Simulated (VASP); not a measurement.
Input of a VASP 6.6.1 run:

INCAR

```
SYSTEM = Cd
ALGO = Normal
EDIFF = 1E-6
ENCUT = 520
GGA = CA
ISIF = 2
ISMEAR = -1
LASPH = .True.
LCHARG = .False.
LREAL = .False.
LWAVE = .False.
NBANDS = 19
NELM = 60
PREC = Accurate
SIGMA = 0.13605693000000002
```

The input KPOINTS:

```
k-points
0
Gamma
  8 8 8
  0 0 0
```

The input POSCAR:

```
Cd
1.0
    0.0000000000      3.1585139624      3.1585139624
    3.1585139624      0.0000000000      3.1585139624
    3.1585139624      3.1585139624      0.0000000000
Cd
2
Direct
    0.0000000000      0.0000000000      0.0000000000
    0.2500000000      0.2500000000      0.2500000000
```

Potentials or basis: VASP PAW LDA potentials, release 64 (Cd).

Launch:

```bash
$ cat potpaw_LDA.64/Cd/POTCAR > POTCAR
$ mpirun -np 1 vasp_std > vasp.out
```

**Question.** What does it give for the pressure?

**Answer.** 0.4 GPa.

**Question.** What does it give for the band gap on the k mesh?

**Answer.** Zero (band 12 reaches 5.42 eV, above the bottom of band 13 at -0.10 eV).
